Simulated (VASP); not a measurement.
Input of a VASP 6.6.1 run:

INCAR

```
  PREC = Accurate
  ENCUT = 520
  EDIFF = 1E-6
  ISMEAR = -1
  SIGMA = 0.05
  LREAL = F
  LASPH = T
  NELM = 60
  ALGO = Normal
  ISIF = 2
  LWAVE = F
  LCHARG = F
  GGA = CA
  NBANDS = 8
```

Contents of KPOINTS:

```
Automatic mesh
0
Gamma
  24 24 24
```

Contents of POSCAR:

```
Al
1.0
    0.0000000000      1.9832257416      1.9832257416
    1.9832257416      0.0000000000      1.9832257416
    1.9832257416      1.9832257416      0.0000000000
Al
1
Direct
    0.0000000000      0.0000000000      0.0000000000
```

Potentials or basis: VASP PAW LDA potentials, release 64 (Al).

Run with:

```bash
$ cat potpaw_LDA.64/Al/POTCAR > POTCAR
$ mpirun -np 1 vasp_std > vasp.out
```

Estimate the pressure.

1.1 GPa.
